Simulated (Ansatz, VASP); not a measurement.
**Mg: VASP beside Ansatz**

File INCAR:

```
PREC     = Accurate       # precision mode
ENCUT    = 520            # plane-wave cutoff, eV
EDIFF    = 1E-6           # SCF threshold, eV
ISMEAR   = 0              # smearing method
SIGMA    = 0.15           # smearing width, eV
LREAL    = False          # projectors in reciprocal space
LASPH    = True           # aspherical terms in the spheres
NELM     = 100            # most SCF steps
ALGO     = Fast           # electronic algorithm
ISIF     = 2              # what is computed and relaxed
LWAVE    = False          # write WAVECAR
LCHARG   = False          # write CHGCAR
GGA      = PE             # functional
NBANDS   = 7              # bands
```

The input KPOINTS:

```
regular mesh
0
Gamma
  18 18 16
```

The input POSCAR:

```
Mg
1.0
    3.0502998005      0.0000000000      0.0000000000
   -1.5251499003      2.6416371164      0.0000000000
    0.0000000000      0.0000000000      3.0448375700
Mg
1
Direct
    0.0000000000      0.0000000000      0.0000000000
```

Input for Ansatz:

```yaml
crystal:
  lattice:
    - [3.0502998005, 0.0, 0.0]
    - [-1.5251499003, 2.6416371164, 0.0]
    - [0.0, 0.0, 3.04483757]
  atoms:
    - { symbol: Mg, position: [0.0, 0.0, 0.0] }
basis:
  ecutwfc: 420
kpoints:
  mp_grid: { grid: [18, 18, 16] }
hamiltonian:
  xc: pbe
scf:
  occupations: { method: gaussian, width: 0.15 }
output:
  forces: true
  stress: true
  eigenvalues: true
```

Alike in both runs: task single point; functional PBE; k mesh 18 × 18 × 16; occupations gaussian, width 0.15 eV; no spin polarisation.

```csv
,VASP,Ansatz
version,VASP 6.6.1,Ansatz 0.2.0
potentials or method,"VASP PAW PBE potentials, release 64 (Mg), cutoff 520 eV","scalar-relativistic, plane waves, PAW"
valence electrons in the cell,2,10
```

Ansatz gave:

| Item | Value |
| --- | --- |
| gap on the k mesh at the Fermi level (eV) | none |
| pressure (GPa) | 1.3 |
| traceless stress, the component that is largest in VASP (GPa) | -0.43 |

Q: Which values does VASP return?

A: gap on the k mesh at the Fermi level (eV): none; pressure (GPa): 1.2; traceless stress, the component that is largest in VASP (GPa): -0.41.

A gap of «none» marks a metal or a gap that the smearing closes. VASP's potentials hold 2 valence electrons a cell and Ansatz's 10, so a difference there can come from the potentials and not from the codes.
